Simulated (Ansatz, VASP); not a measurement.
## Two plane-wave programs on Si

The input INCAR:

```
  ALGO = Normal
  EDIFF = 1E-6
  ENCUT = 520
  GGA = PS
  ISIF = 2
  ISMEAR = 0
  LASPH = True
  LCHARG = False
  LREAL = False
  LWAVE = False
  NBANDS = 16
  NELM = 60
  PREC = Accurate
  SIGMA = 0.03
```

The input KPOINTS:

```
k-points
0
Gamma
  12 12 6
```

File POSCAR:

```
Si
1.0
    3.5248120637      0.0000000000      0.0000000000
   -1.7624060319      3.0525767907      0.0000000000
    0.0000000000      0.0000000000      6.5859268802
Si
4
Direct
    0.3333333333      0.6666666667      0.0630095000
    0.6666666667      0.3333333333      0.5630095000
    0.3333333333      0.6666666667      0.4369905000
    0.6666666667      0.3333333333      0.9369905000
```

Input for Ansatz:

```yaml
crystal:
  lattice:
    - [3.5248120637, 0.0, 0.0]
    - [-1.7624060319, 3.0525767907, 0.0]
    - [0.0, 0.0, 6.5859268802]
  atoms:
    - { symbol: Si, position: [0.3333333333, 0.6666666667, 0.0630095] }
    - { symbol: Si, position: [0.6666666667, 0.3333333333, 0.5630095] }
    - { symbol: Si, position: [0.3333333333, 0.6666666667, 0.4369905] }
    - { symbol: Si, position: [0.6666666667, 0.3333333333, 0.9369905] }
basis:
  ecutwfc: 420
kpoints:
  mp_grid: { grid: [12, 12, 6] }
hamiltonian:
  xc: pbesol
scf:
  occupations: { method: gaussian, width: 0.03 }
output:
  forces: true
  stress: true
  eigenvalues: true
```

Change from the starting cell: strain -0.080 along x and y, +0.040 along z, atoms carried along.

Alike in both runs: task single point; functional PBEsol; k mesh 12 × 12 × 6; occupations gaussian, width 0.03 eV; no spin polarisation.

```csv
,VASP,Ansatz
version,VASP 6.6.1,Ansatz 0.2.0
potentials or method,"VASP PAW PBE potentials, release 64 (Si), cutoff 520 eV","scalar-relativistic, plane waves, PAW"
valence electrons in the cell,16,16
```

|  | VASP | Ansatz | Ansatz less VASP |
| --- | --- | --- | --- |
| gap on the k mesh at the Fermi level (eV) | 0.04 | 0.06 | +0.021 |
| least direct gap on the mesh (eV) | 0.14 | 0.15 | +0.010 |
| pressure (GPa) | 17.1 | 16.9 | -0.18 |
| traceless stress, the component that is largest in VASP (GPa) | -21.29 | -21.12 | +0.167 |
| rms of the force components (eV/Å) | 0.998 | 0.992 | -0.0062 |

VASP's potentials were made for PBE, not for PBEsol. Atom by atom the forces differ by 0.006 eV/Å (rms over components). The functional is the same, so the differences come from potentials, cutoffs and numerics.
